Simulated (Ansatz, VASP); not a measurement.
**One calculation of AlH5, two programs**

```xyz
6
Lattice="1.8327 -3.2641 0.0000 1.8327 3.2641 0.0000 0.0000 0.0000 4.6219" Properties=species:S:1:pos:R:3 pbc="T T T"
Al    0.0000    0.0000    0.0000
H     1.8327    2.2287    2.7154
H     1.8327   -2.2287    1.9065
H     1.8327   -2.2287    2.7154
H     1.8327    2.2287    1.9065
H     1.8327    0.0000    0.0000
```

Alike in both runs: task relaxation of cell and atoms; functional PBE; k mesh 12 × 12 × 8; occupations gaussian, width 0.1 eV; no spin polarisation.

|  | VASP | Ansatz |
| --- | --- | --- |
| version | VASP 6.6.1 | Ansatz 0.2.0 |
| potentials or method | VASP PAW PBE potentials, release 64 (Al, H), cutoff 600 eV | scalar-relativistic, plane waves, PAW |
| valence electrons in the cell | 8 | 8 |

Ansatz gave:

| Quantity | Value |
| --- | --- |
| gap on the k mesh at the Fermi level, each at its own relaxed structure (eV) | none |
| relaxed volume (Å³/atom) | 8.79 |
| relaxed length of the cell vector where the two differ most in proportion (Å) | 3.819 |

**Question.** What did VASP give for the same quantities?

**Answer.** gap on the k mesh at the Fermi level, each at its own relaxed structure (eV): none; relaxed volume (Å³/atom): 8.76; relaxed length of the cell vector where the two differ most in proportion (Å): 3.802.

A gap of «none» marks a metal or a gap that the smearing closes.
